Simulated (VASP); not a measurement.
# Cd (P6_3/mmc) in VASP: a series of runs, part 2 of 2

VASP 6.6.1.

## Step 3: Single point, PBEsol (strain -0.0400 x Voigt [1, 1, 0, 0, 0, 0])

File INCAR:

```
PREC = Accurate
ENCUT = 630
EDIFF = 1E-6
ISMEAR = 0
SIGMA = 0.15
LREAL = False
LASPH = True
NELM = 120
ALGO = Normal
ISIF = 2
LWAVE = False
LCHARG = True
GGA = PS
LELF = True
LVHAR = True
NBANDS = 27
GGA_COMPAT = False
```

File KPOINTS:

```
regular mesh
0
Gamma
  18 18 8
```

File POSCAR:

```
Cd
1.0
    2.8597176077      0.0000000000      0.0000000000
   -1.4298588039      2.4765880960      0.0000000000
    0.0000000000      0.0000000000      5.6176500000
Cd
2
Direct
    0.3333333333      0.6666666667      0.2500000000
    0.6666666667      0.3333333333      0.7500000000
```

Potentials or basis: VASP PAW PBE potentials, release 64 (Cd_sv_GW).

Run with:

```
$ cat potpaw_PBE.64/Cd_sv_GW/POTCAR > POTCAR
$ mpirun -np 1 vasp_std > vasp.out
```

OUTCAR:

```text
PREC = Accurate
   ENCUT = 630
   EDIFF = 1E-6
   ISMEAR = 0
   LREAL = False
   LASPH = True
   NELM = 120
   ISIF = 2
   GGA = PS

 ion  position               nearest neighbor table
   1  0.333  0.667  0.250-
   2  0.667  0.333  0.750-

  LATTYP: Found a hexagonal cell.
 ALAT       =     2.8597176077
 C/A-ratio  =     1.9644072495

  Lattice vectors:

 A1 = (   2.8597176077,   0.0000000000,   0.0000000000)
 A2 = (  -1.4298588039,   2.4765880960,   0.0000000000)
 A3 = (   0.0000000000,   0.0000000000,   5.6176500000)

Analysis of symmetry for initial positions (statically):
=====================================================================
 Subroutine PRICEL returns:
 Original cell was already a primitive cell.

 Routine SETGRP: Setting up the symmetry group for a
 hexagonal supercell.

 Subroutine GETGRP returns: Found 24 space group operations
 (whereof 12 operations were pure point group operations)
 out of a pool of 24 trial point group operations.

The static configuration has the point symmetry D_3d.
 The point group associated with its full space group is D_6h.

Analysis of symmetry for dynamics (positions and initial velocities):
=====================================================================
 Subroutine PRICEL returns:
 Original cell was already a primitive cell.

 Routine SETGRP: Setting up the symmetry group for a
 hexagonal supercell.

 Subroutine GETGRP returns: Found 24 space group operations
 (whereof 12 operations were pure point group operations)
 out of a pool of 24 trial point group operations.

The dynamic configuration has the point symmetry D_3d.
 The point group associated with its full space group is D_6h.

 Subroutine INISYM returns: Found 24 space group operations
 (whereof 12 operations are pure point group operations),
 and found     1 'primitive' translations

----------------------------------------------------------------------------------------

                                     Primitive cell

  volume of cell :      39.7861

  direct lattice vectors                    reciprocal lattice vectors
     2.859717608  0.000000000  0.000000000     0.349684877  0.201890658  0.000000000
    -1.429858804  2.476588096  0.000000000     0.000000000  0.403781316  0.000000000
     0.000000000  0.000000000  5.617650000     0.000000000  0.000000000  0.178010378

  length of vectors
     2.859717608  2.859717608  5.617650000     0.403781316  0.403781316  0.178010378

  position of ions in fractional coordinates (direct lattice)
     0.333333333  0.666666667  0.250000000
     0.666666667  0.333333333  0.750000000

  ion indices of the primitive-cell ions
   primitive index   ion index
                 1           1
                 2           2

----------------------------------------------------------------------------------------

 KPOINTS: regular mesh

Automatic generation of k-mesh.
 Grid dimensions read from file:
 generate k-points for:   18   18    8

 Generating k-lattice:

  Cartesian coordinates                     Fractional coordinates (reciprocal lattice)
     0.019426938  0.011216148  0.000000000     0.055555556 -0.000000000  0.000000000
     0.000000000  0.022432295  0.000000000     0.000000000  0.055555556  0.000000000
     0.000000000  0.000000000  0.022251297     0.000000000  0.000000000  0.125000000

  Length of vectors
     0.022432295  0.022432295  0.022251297

  Shift w.r.t. Gamma in fractional coordinates (k-lattice)
     0.000000000  0.000000000  0.000000000

 Subroutine IBZKPT returns following result:
 ===========================================

 Found    185 irreducible k-points:

 Following reciprocal coordinates:
            Coordinates               Weight
  0.000000  0.000000  0.000000      1.000000
  0.055556 -0.000000  0.000000      6.000000
  0.111111 -0.000000  0.000000      6.000000
  0.166667 -0.000000  0.000000      6.000000
  0.222222 -0.000000  0.000000      6.000000
  0.277778 -0.000000  0.000000      6.000000
[... 16 lines left out ...]
  0.333333  0.111111  0.000000     12.000000
  0.388889  0.111111  0.000000     12.000000
 [... further k-points ...]
   k-points           NKPTS =    185   k-points in BZ     NKDIM =    185   number of bands    NBANDS=     27
   number of dos      NEDOS =    301   number of ions     NIONS =      2
   total plane-waves  NPLWV =  27648
   dimension x,y,z NGX =    24 NGY =   24 NGZ =   48
   dimension x,y,z NGXF=    48 NGYF=   48 NGZF=   96
   ions per type =               2
   NGX,Y,Z   is equivalent  to a cutoff of  13.95, 13.95, 14.20 a.u.
   NGXF,Y,Z  is equivalent  to a cutoff of  27.90, 27.90, 28.41 a.u.
 SYSTEM =  unknown system
   PREC   = accura    normal or accurate (medium, high low for compatibility)
   ISTART =      0    job   : 0-new  1-cont  2-samecut
   ICHARG =      2    charge: 1-file 2-atom 10-const
   ISPIN  =      1    spin polarized calculation?
   LNONCOLLINEAR =      F non collinear calculations
   LSORBIT =      F    spin-orbit coupling
   LASPH  =      T    aspherical Exc in radial PAW
   ENCUT  =  630.0 eV  46.30 Ry    6.80 a.u.   5.85  5.85 11.50*2*pi/ulx,y,z
   NELM   =    120;   NELMIN=  2; NELMDL= -5     # of ELM steps
   EDIFF  = 0.1E-05   stopping-criterion for ELM
   LREAL  =      F    real-space projection
   EDIFFG = 0.1E-04   stopping-criterion for IOM
   NSW    =      0    number of steps for IOM
   IBRION =     -1    ionic relax: 0-MD 1-quasi-New 2-CG
   NFREE  =      0    steps in history (QN), initial steepest desc. (CG)
   ISIF   =      2    stress and relaxation
   ISYM   =      2    0-nonsym 1-usesym 2-fastsym
   POTIM  = 0.5000    time-step for ionic-motion
   TEBEG  =    0.0;   TEEND  =   0.0 temperature during run
   PSTRESS=    0.0 pullay stress
   NELECT =      40.0000    total number of electrons
   NUPDOWN=      -1.0000    fix difference up-down
   EMIN   =  10.00;   EMAX   =-10.00  energy-range for DOS
   EFERMI =   0.00;   METHOD = LEGACY
   ISMEAR =     0;   SIGMA  =   0.15  broadening in eV -4-tet -1-fermi 0-gaus
   EFERMI_NEDOS =   21; number of points for ismear=-14 and -15
   IALGO  =     38    algorithm
   IMIX   =      4    mixing-type and parameters
     AMIX     =   0.40;   BMIX     =  1.00
     AMIX_MAG =   1.60;   BMIX_MAG =  1.00
  volume/ion in A,a.u.               =      19.89       134.25
  Fermi-wavevector in a.u.,A,eV,Ry     =   1.640027  3.099201 36.595428  2.689688
  Thomas-Fermi vector in A             =   2.730734
   LORBIT       =      0    0 simple, 1 ext, 2 COOP (PROOUT), +10 PAW based schemes
   GGA     = PS    functional components
   LHFCALC =     F    Hartree Fock is set to
   AEXX    =    0.0000 exact exchange contribution
   IVDW    =     0    specifies the selected vdW correction
   LEPSILON=     F    determine dielectric tensor
   LRPA    =     F    only Hartree local field effects (RPA)
 non-spin polarized calculation
 Gauss-broadening in eV      SIGMA  =   0.15
  energy-cutoff  :      630.00
  volume of cell :       39.79
 maximum number of plane-waves:      1449
 NGX is ok and might be reduce to    24
   NGX = 11   NGY = 11   NGZ = 23

 number of electron      40.0000028 magnetization

 Free energy of the ion-electron system (eV)
  ---------------------------------------------------
  ext. energy  EPLUGINS =         0.00000000
  ---------------------------------------------------
  free energy    TOTEN  =        -2.47378241 eV

  energy without entropy =       -2.47043016  energy(sigma->0) =       -2.47210629

 E-fermi :   7.2010     XC(G=0): -11.9391

 val. band max:        7.1403863838   @ k =   0.0556   0.0556   0.2500
 cond. band min:       7.2268013565   @ k =   0.1111  -0.0000   0.2500
 fundamental gap:      0.0864149727
 Fermi energy:         7.2009613018

 k-point     1 :       0.0000    0.0000    0.0000
  band No.  band energies     occupation
      1     -95.9082      2.00000
      2     -95.9068      2.00000
      3     -56.9846      2.00000
      4     -56.9614      2.00000
      5     -56.9342      2.00000
      6     -56.9342      2.00000
[... 19 lines left out ...]
     26      23.5029      0.00000
     27      23.5031      0.00000
[... 661 lines left out ...]
 k-point    24 :       0.3889    0.1111    0.0000
  band No.  band energies     occupation
      1     -95.8999      2.00000
      2     -95.8994      2.00000
      3     -57.0168      2.00000
      4     -57.0146      2.00000
      5     -56.9671      2.00000
      6     -56.9631      2.00000
[... 19 lines left out ...]
     26      18.8742      0.00000
     27      19.3396      0.00000

 [... further k-points ...]

------------------------ aborting loop because EDIFF is reached ----------------------------------------

  FORCE on cell =-STRESS in cart. coord.  units (eV):
  Direction    XX          YY          ZZ          XY          YZ          ZX
  --------------------------------------------------------------------------------------
  -------------------------------------------------------------------------------------
  Total        1.6011512      1.6011512      0.3826370     -0.0000000     -0.0000000      0.0000000
  in kB       64.4779635     64.4779635     15.4086989     -0.0000000     -0.0000000      0.0000000
  external PRESSURE =      48.1215420 kB  Pullay stress =       0.0000000 kB

 VOLUME and BASIS-vectors are now :
 -----------------------------------------------------------------------------
  energy-cutoff  :      630.00
  volume of cell :       39.79
      direct lattice vectors                 reciprocal lattice vectors
     2.859717608  0.000000000  0.000000000     0.349684877  0.201890658  0.000000000
    -1.429858804  2.476588096  0.000000000     0.000000000  0.403781316  0.000000000
     0.000000000  0.000000000  5.617650000     0.000000000  0.000000000  0.178010378

 POSITION                                       TOTAL-FORCE (eV/Angst)
 -----------------------------------------------------------------------------------
     -0.00000      1.65106      1.40441         0.000000      0.000000      0.000000
      1.42986      0.82553      4.21324        -0.000000     -0.000000      0.000000
 -----------------------------------------------------------------------------------
    total drift:                                0.000000     -0.000000      0.000000

  FREE ENERGIE OF THE ION-ELECTRON SYSTEM (eV)
  ---------------------------------------------------
  free  energy   TOTEN  =        -2.4737824127 eV

  energy  without entropy=       -2.4704301587  energy(sigma->0) =       -2.47210629
```

OSZICAR:

```text
N       E                     dE             d eps       ncg     rms          rms(c)
DAV:   1     0.113393580037E+04    0.11339E+04   -0.27354E+04 10214   0.259E+03
DAV:   2     0.115865110263E+03   -0.10181E+04   -0.96423E+03  9990   0.935E+02
DAV:   3     0.299936113921E+01   -0.11287E+03   -0.11089E+03 15022   0.396E+02
DAV:   4    -0.230446124205E+01   -0.53038E+01   -0.52932E+01 14630   0.111E+02
DAV:   5    -0.268430574315E+01   -0.37984E+00   -0.37983E+00 15402   0.244E+01    0.418E+01
DAV:   6    -0.248717806345E+01    0.19713E+00   -0.63609E-01 15323   0.186E+01    0.245E+01
DAV:   7    -0.247417225865E+01    0.13006E-01   -0.70198E-02 15138   0.343E+00    0.170E+00
DAV:   8    -0.247380262233E+01    0.36964E-03   -0.59364E-03 15963   0.184E+00    0.163E-01
DAV:   9    -0.247378025311E+01    0.22369E-04   -0.22799E-04 15539   0.228E-01    0.687E-02
DAV:  10    -0.247378181858E+01   -0.15655E-05   -0.82117E-06 14011   0.599E-02    0.475E-03
DAV:  11    -0.247378241266E+01   -0.59408E-06   -0.45179E-07  7033   0.173E-02
   1 F= -.24737824E+01 E0= -.24721063E+01  d E =-.335225E-02
```

stdout:

```text
POSCAR found type information on POSCAR Cd
 POSCAR found :  1 types and       2 ions
 scaLAPACK will be used
 -----------------------------------------------------------------------------
|                                                                             |
|                                                                             |
|     You enforced a specific xc type in the INCAR file but a different       |
|     I HOPE YOU KNOW WHAT YOU ARE DOING!                                     |
|                                                                             |
 -----------------------------------------------------------------------------

 LDA part: xc-table for (Slater+PW92), standard interpolation
 POSCAR, INCAR and KPOINTS ok, starting setup
 FFT: planning ... GRIDC
 FFT: planning ... GRID_SOFT
 FFT: planning ... GRID
 WAVECAR not read
 entering main loop
```

Wall time 2.1 min (1 thread of AMD EPYC 9R14 (Zen 4), shared host); peak memory 0.34 GiB.

Results:

* Free energy: -2.4738 eV
* Pressure: 4.8 GPa
* Band gap on the k mesh: zero (bands 20 and 21 overlap by 5.19 eV)

Stress tensor (GPa, compression positive):
```
6.45 0.00 0.00
0.00 6.45 0.00
0.00 0.00 1.54
```

Levels at points of the mesh, in eV from the Fermi level:
```tsv
k point	band 18	band 19	band 20	band 21	band 22	band 23
(0.00, 0.00, 0.00)	-8.44	-8.44	-3.55	-3.36	9.74	14.28
(0.50, 0.00, 0.00)	-8.05	-2.41	-1.63	2.00	3.10	3.54
(0.00, 0.00, 0.50)	-8.55	-7.84	-7.84	3.30	3.30	14.56
(0.50, 0.00, 0.50)	-8.06	-1.69	-1.69	0.51	0.51	7.95
```

Caveat: the cell differs from its parent crystal (strain -0.0400 x Voigt [1, 1, 0, 0, 0, 0]); the cell stands under pressure; the PAW data sets were made with another functional, which shifts forces and pressure a little.

The gap in the log of VASP goes by the Fermi energy; the results here count the filled bands.